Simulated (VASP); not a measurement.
Set up this calculation in VASP 6.6.1, as the native input.

| Property | Result |
| --- | --- |
| Task | single point |
| Functional | PBE |
| Potentials or basis | VASP PAW PBE potentials, release 64 (Mg, Cl, Li_sv) |
| Cutoff | 520 eV |
| k mesh | 1 × 1 × 1 |
| Occupations | fermi-dirac, width 0.1379 eV |
| Spin | no spin polarisation |
| Dipole correction | no |
| Further INCAR settings | LREAL = Auto; ALGO = Normal; EDIFF = 1e-06; NBANDS = 77; ISYM = 0 |

The structure of Li4Mg5Cl14 lies in POSCAR:

```
Li4Mg5Cl14
1.0
    8.3069090000     -0.1152490000     -0.0233070000
   -0.1152490000      8.4640910000      0.3031410000
   -0.0233070000      0.3031410000      8.2260140000
Mg Cl Li
5 14 4
Direct
    0.4356724911      0.6771286844      0.5711732015
    0.0286845849      0.1477532013      0.5370844857
    1.0018306549      0.6842673758      0.4017227749
    0.6687321110      0.9299506813      0.1249798456
    0.4110811617      0.3311147297      0.3093988921
    0.2743123750      0.2180181348      0.6236566292
    0.6170460090      0.2460023527      0.1191281819
    0.1921225120      0.2628415912      0.1790875552
    0.9355932352      0.8876725365      0.1042388125
    0.4837489611      0.4933885456      0.7548831597
    0.1235257707      0.7791947419      0.6736139936
    0.9038624264      0.3839270690      0.4087490352
    0.9470753230      0.2459715546      0.8181897601
    0.3050345801      0.5976478195      0.3466419925
    0.8453626237      1.0134508847      0.4217696872
    0.6815189162      0.7082566013      0.3416464581
    0.6381626744     -0.0759705386      0.7657695990
    0.8828131204      0.5906328080     -0.0592777127
    0.3604016201      0.8763902382      0.1032034552
    0.7011399193      0.1833507224      0.7382124984
   -0.0638740483      0.3898325180      0.1397556664
    0.2389241841      0.0408316660      0.9228835319
    0.0877480457      0.4964407725      0.7702719192
```

These files were run (other wordings do the same):

INCAR

```
SYSTEM = Li4Mg5Cl14
PREC     = Accurate       ! precision mode
ENCUT    = 520            ! plane-wave cutoff, eV
EDIFF    = 1E-6           ! SCF threshold, eV
ISMEAR   = -1             ! smearing method
SIGMA    = 0.1379         ! smearing width, eV
LREAL    = Auto         
LASPH    = .TRUE.         ! aspherical terms in the spheres
NELM     = 60             ! most SCF steps
ALGO     = Normal         ! electronic algorithm
ISIF     = 2              ! what is computed and relaxed
LWAVE    = .FALSE.        ! write WAVECAR
LCHARG   = .FALSE.        ! write CHGCAR
GGA      = PE             ! functional
NBANDS   = 77             ! bands
ISYM     = 0
```

KPOINTS

```
Automatic mesh
0
G
  1 1 1
  0 0 0
```

Potentials or basis: VASP PAW PBE potentials, release 64 (Mg, Cl, Li_sv).

Run with:

```sh
$ cat potpaw_PBE.64/Mg/POTCAR potpaw_PBE.64/Cl/POTCAR potpaw_PBE.64/Li_sv/POTCAR > POTCAR
$ mpirun -np 1 vasp_gam > vasp.out
```

It gave:

```yaml
Largest_force: 1.954 eV/Å
Band_gap_on_the_k_mesh: 1.57 eV
```

Caveat: the k points lie up to 0.77 Å⁻¹ apart.

Run time: 53 s on 1 thread of Intel(R) Xeon(R) Platinum 8559C (Emerald Rapids), with other jobs on the host, peak memory 0.52 GiB.
